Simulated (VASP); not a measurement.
The system is H.

```xyz
8
Lattice="6.7871 0.0000 0.0000 0.0000 6.7224 0.0000 0.0000 0.0000 6.9034" Properties=species:S:1:pos:R:3 pbc="T T T"
H     2.9119    4.6857    4.1012
H     6.3055    5.3979    2.8021
H     3.8752    1.3245    6.2538
H     0.4816    2.0367    0.6496
H     3.9175    0.7771    5.7415
H     0.5239    2.5841    1.1619
H     2.8696    4.1383    4.6136
H     6.2632    5.9453    2.2898
```

| Property | Result |
| --- | --- |
| Program | VASP 6.6.1 |
| Task | relaxation of cell and atoms |
| Functional | PBE |
| Potentials or basis | VASP PAW PBE potentials, release 64 (H) |
| Cutoff | 600 eV |
| k mesh | 4 × 4 × 4 |
| Occupations | gaussian, width 0.02 eV |
| Spin | no spin polarisation |

At the start: pressure -0.1 GPa; volume 39.37 Å³/atom.

Task: How do energy, volume and symmetry change on relaxing?

Result: Over 33 steps the energy falls by 3.2 meV/atom and the volume is 22.35 Å³/atom (-43.2 %); space group P2_12_12_1 (No. 19, to 0.1 Å) before and after.

Step by step:
| step | energy change (eV) | largest force (eV/Å) | pressure (GPa) | volume (Å³) |
| --- | --- | --- | --- | --- |
| 1 | 0.0000 | 0.0267 | -0.06 | 314.97 |
| 2 | 0.0002 | 0.0814 | 0.00 | 314.34 |
| 3 | -0.0001 | 0.0147 | -0.04 | 314.73 |
| 4 | -0.0002 | 0.0150 | -0.04 | 314.18 |
| 5 | -0.0007 | 0.0158 | -0.04 | 312.52 |
| 6 | -0.0016 | 0.0176 | -0.03 | 309.22 |
| 7 | -0.0034 | 0.0224 | -0.03 | 302.70 |
| 8 | -0.0067 | 0.0363 | -0.02 | 289.92 |
| 9 | -0.0124 | 0.0822 | 0.01 | 265.45 |
| 10 | -0.0191 | 0.2502 | 0.15 | 220.65 |
| 11 | 0.0355 | 0.9428 | 1.13 | 146.57 |
| 12 | -0.0022 | 0.6661 | 0.52 | 195.26 |
| 13 | 0.0143 | 0.8551 | 0.82 | 169.77 |
| 14 | 0.0143 | 0.8552 | 0.82 | 169.76 |
| 15 | 0.0143 | 0.8548 | 0.82 | 169.73 |
| 16 | 0.0142 | 0.8542 | 0.82 | 169.66 |
| 17 | 0.0142 | 0.8530 | 0.82 | 169.53 |
| 18 | 0.0141 | 0.8507 | 0.82 | 169.26 |
| 19 | 0.0138 | 0.8461 | 0.82 | 168.72 |
| 20 | 0.0134 | 0.8369 | 0.82 | 167.64 |
| 21 | 0.0126 | 0.8191 | 0.82 | 165.50 |
| 22 | 0.0116 | 0.7856 | 0.82 | 161.27 |
| 23 | 0.0119 | 0.7269 | 0.84 | 153.03 |
| 24 | 0.0106 | 0.7127 | 0.83 | 153.43 |
| 25 | 0.0068 | 0.6707 | 0.77 | 154.65 |
| 26 | -0.0001 | 0.5876 | 0.67 | 157.11 |
| 27 | -0.0113 | 0.4259 | 0.48 | 162.10 |
| 28 | -0.0238 | 0.1191 | 0.14 | 172.40 |
| 29 | -0.0143 | 0.4378 | -0.37 | 194.27 |
| 30 | -0.0255 | 0.0362 | -0.01 | 178.30 |
| 31 | -0.0255 | 0.0505 | -0.03 | 178.83 |
| 32 | -0.0255 | 0.0374 | -0.01 | 178.83 |
| 33 | -0.0256 | 0.0077 | 0.02 | 178.81 |

Final structure:
```xyz
8
Lattice="5.4967 0.0000 0.0000 0.0000 5.4302 0.0000 0.0000 0.0000 5.9905" Properties=species:S:1:pos:R:3 pbc="T T T"
H     2.3543    3.8322    3.5112
H     5.1027    4.3131    2.4794
H     3.1424    1.1171    5.4746
H     0.3941    1.5980    0.5159
H     3.1562    0.5894    4.9418
H     0.4078    2.1257    1.0487
H     2.3406    3.3045    4.0440
H     5.0889    4.8408    1.9465
```

Caveat: the volume moved by over 15 % at a fixed basis, so the end points are rough; this functional lacks dispersion, which holds the molecules together, so the pressure and a relaxed volume are unreliable.
